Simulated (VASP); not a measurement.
Runs of VASP 6.6.1 on Zr. The structure is that of space group P6_3/mmc (No. 194), or close to it. The cells are those of the table. 

```tsv
cell	k mesh	gap on the mesh (eV)	pressure (GPa)
a = 3.201, b = 3.201, c = 5.088 Å, angles 90.0, 90.0, 120.0°, 2 atoms	18 × 18 × 10	none	4.1
a = 3.245, b = 3.245, c = 5.157 Å, angles 90.0, 90.0, 120.0°, 2 atoms	11 × 11 × 6	none	0.0
a = 3.109, b = 3.109, c = 4.942 Å, angles 90.0, 90.0, 120.0°, 2 atoms	18 × 18 × 10	none	(a)
a = 3.156, b = 3.156, c = 5.016 Å, angles 90.0, 90.0, 120.0°, 2 atoms	18 × 18 × 10	none	9.1
```

Alike in all rows: task single point; level r2SCAN; potentials or basis VASP PAW PBE potentials, release 64 (Zr_sv); no spin polarisation; cutoff (eV) 520; smearing fermi-dirac 0.1 eV.

Question: Estimate the missing entries.

Answer: (a) 14.9.

Caveats: the PAW data sets were made with another functional, which shifts forces and pressure a little; the cell stands under pressure (at least some runs).

A k mesh can miss the band edges, and the runs leave out spin-orbit coupling on Zr.

A gap of «none» marks levels without a gap at the run's occupations.
